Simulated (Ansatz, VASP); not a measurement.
**W3O: VASP beside Ansatz**

File INCAR:

```
  ALGO = Fast
  EDIFF = 1E-6
  ENCUT = 520
  GGA = PE
  ISIF = 2
  ISMEAR = 0
  LASPH = True
  LCHARG = True
  LELF = True
  LREAL = False
  LVHAR = True
  LWAVE = False
  NBANDS = 58
  NELM = 80
  PREC = Accurate
  SIGMA = 0.15
```

Contents of KPOINTS:

```
k-points
0
Gamma
  8 8 8
```

File POSCAR:

```
W3O
1.0
    5.2752631002      0.0000000000      0.0000000000
    0.0000000000      5.2752631002      0.0000000000
    0.0000000000      0.0000000000      4.6891227558
W O
6 2
Direct
    0.5000000000      0.7500000000      0.0000000000
    0.0000000000      0.5000000000      0.7500000000
    0.2500000000      0.0000000000      0.5000000000
    0.5000000000      0.2500000000      0.0000000000
    0.0000000000      0.5000000000      0.2500000000
    0.7500000000      0.0000000000      0.5000000000
    0.5000000000      0.5000000000      0.5000000000
    0.0000000000      0.0000000000      0.0000000000
```

Input for Ansatz:

```yaml
crystal:
  lattice:
    - [5.2752631002, 0.0, 0.0]
    - [0.0, 5.2752631002, 0.0]
    - [0.0, 0.0, 4.6891227558]
  atoms:
    - { symbol: W, position: [0.5, 0.75, 0.0] }
    - { symbol: W, position: [0.0, 0.5, 0.75] }
    - { symbol: W, position: [0.25, 0.0, 0.5] }
    - { symbol: W, position: [0.5, 0.25, 0.0] }
    - { symbol: W, position: [0.0, 0.5, 0.25] }
    - { symbol: W, position: [0.75, 0.0, 0.5] }
    - { symbol: O, position: [0.5, 0.5, 0.5] }
    - { symbol: O, position: [0.0, 0.0, 0.0] }
basis:
  ecutwfc: 420
kpoints:
  mp_grid: { grid: [8, 8, 8] }
hamiltonian:
  xc: pbe
scf:
  occupations: { method: gaussian, width: 0.15 }
output:
  forces: true
  stress: true
  eigenvalues: true
```

Change from the starting cell: strain +0.080 along x and y, -0.040 along z, atoms carried along.

Alike in both runs: task single point; functional PBE; k mesh 8 × 8 × 8; occupations gaussian, width 0.15 eV; no spin polarisation.

|  | VASP | Ansatz |
| --- | --- | --- |
| version | VASP 6.6.1 | Ansatz 0.2.0 |
| potentials or method | VASP PAW PBE potentials, release 64 (W_sv, O), cutoff 520 eV | scalar-relativistic, plane waves, PAW |
| valence electrons in the cell | 96 | 96 |

VASP gave:

| Property | Result |
| --- | --- |
| gap on the k mesh at the Fermi level (eV) | none |
| pressure (GPa) | -19.8 |
| traceless stress, the component that is largest in VASP (GPa) | 7.97 |
| rms of the force components (eV/Å) | 0.303 |

Question: Which values does Ansatz return?

Answer: gap on the k mesh at the Fermi level (eV): none; pressure (GPa): -20.3; traceless stress, the component that is largest in VASP (GPa): 7.32; rms of the force components (eV/Å): 0.301.

Atom by atom the forces differ by 0.002 eV/Å (rms over components). A gap of «none» marks a metal or a gap that the smearing closes.

Neither program's run includes spin-orbit coupling.
